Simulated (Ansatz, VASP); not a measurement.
Two plane-wave programs on K2Pt

INCAR

```
SYSTEM = K2Pt
PREC = Accurate ; ENCUT = 520
EDIFF = 1E-6 ; ISMEAR = 0
SIGMA = 0.05 ; LREAL = .FALSE.
LASPH = .TRUE. ; NELM = 100
ALGO = Normal ; ISIF = 2
LWAVE = .FALSE. ; LCHARG = .FALSE.
NBANDS = 21
```

Contents of KPOINTS:

```
Automatic mesh
0
G
  6 6 6
  0 0 0
```

Contents of POSCAR:

```
K2Pt
1.0
    0.0000000000      3.8192777714      3.7814631400
    3.7436485086      0.0000000000      3.7814631400
    3.7436485086      3.8192777714      0.0000000000
K Pt
2 1
Direct
    0.7500000000      0.7500000000      0.7500000000
    0.2500000000      0.2500000000      0.2500000000
    0.0000000000      0.0000000000      0.0000000000
```

Input for Ansatz:

```yaml
crystal:
  lattice:
    - [0.0, 3.8192777714, 3.78146314]
    - [3.7436485086, 0.0, 3.78146314]
    - [3.7436485086, 3.8192777714, 0.0]
  atoms:
    - { symbol: K, position: [0.75, 0.75, 0.75] }
    - { symbol: K, position: [0.25, 0.25, 0.25] }
    - { symbol: Pt, position: [0.0, 0.0, 0.0] }
basis:
  ecutwfc: 420
kpoints:
  mp_grid: { grid: [6, 6, 6] }
hamiltonian:
  xc: lda
scf:
  occupations: { method: gaussian, width: 0.05 }
output:
  forces: true
  stress: true
  eigenvalues: true
```

Change from the starting cell: strain -0.0100 x Voigt [1, -1, 0, 0, 0, 0], atoms carried along.

Alike in both runs: task single point; functional LDA; k mesh 6 × 6 × 6; occupations gaussian, width 0.05 eV; no spin polarisation.

|  | VASP | Ansatz |
| --- | --- | --- |
| version | VASP 6.6.1 | Ansatz 0.2.0 |
| potentials or method | VASP PAW LDA potentials, release 64 (K_sv, Pt), cutoff 520 eV | scalar-relativistic, plane waves, PAW |
| valence electrons in the cell | 28 | 36 |

```csv
,VASP,Ansatz,Ansatz less VASP
gap on the k mesh at the Fermi level (eV),1.31,1.30,-0.008
least direct gap on the mesh (eV),1.38,1.38,-0.008
pressure (GPa),-1.8,-1.9,-0.07
"traceless stress, the component that is largest in VASP (GPa)",-0.22,-0.22,-0.002
```

LDA's correlation is that of Perdew and Zunger in VASP and of Perdew and Wang (1992) in Ansatz. VASP's potentials hold 28 valence electrons a cell and Ansatz's 36, so a difference there can come from the potentials and not from the codes.

Spin-orbit coupling is off throughout.
